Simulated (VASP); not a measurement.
Here is a VASP 6.6.1 calculation.

The input INCAR:

```
PREC     = Accurate       # precision mode
ENCUT    = 520            # plane-wave cutoff, eV
EDIFF    = 1E-6           # SCF threshold, eV
ISMEAR   = 0              # smearing method
SIGMA    = 0.1            # smearing width, eV
LREAL    = False          # projectors in reciprocal space
LASPH    = True           # aspherical terms in the spheres
NELM     = 80             # most SCF steps
ALGO     = Fast           # electronic algorithm
ISIF     = 2              # what is computed and relaxed
LWAVE    = False          # write WAVECAR
LCHARG   = False          # write CHGCAR
GGA      = PE             # functional
NBANDS   = 41             # bands
```

Contents of KPOINTS:

```
Automatic mesh
0
Gamma
  12 12 12
```

Contents of POSCAR:

```
BeRh2
1.0
   -2.2081658165      2.2081658165      3.8608236094
    2.2081658165     -2.2081658165      3.8608236094
    2.2081658165      2.2081658165     -3.8608236094
Be Rh
2 4
Direct
    0.0000000000      0.0000000000      0.0000000000
    0.7500000000      0.2500000000      0.5000000000
    0.2860910664      0.2860910664      0.0000000000
    0.0360910664      0.5360910664      0.5000000000
    0.4639089336      0.9639089336      0.5000000000
    0.7139089336      0.7139089336      0.0000000000
```

Potentials or basis: VASP PAW PBE potentials, release 64 (Be, Rh_pv).

Run with:

```sh
$ cat potpaw_PBE.64/Be/POTCAR potpaw_PBE.64/Rh_pv/POTCAR > POTCAR
$ mpirun -np 1 vasp_std > vasp.out
```

**Question.** Estimate the largest force.

**Answer.** 0.004 eV/Å.

**Question.** Predict the pressure.

**Answer.** 0.1 GPa.

**Question.** What does it give for the band gap on the k mesh?

**Answer.** Zero (bands 32 and 33 overlap by 0.43 eV).

Stress tensor (GPa, compression positive):
```
0.07 0.00 0.00
0.00 0.07 0.00
0.00 0.00 0.24
```
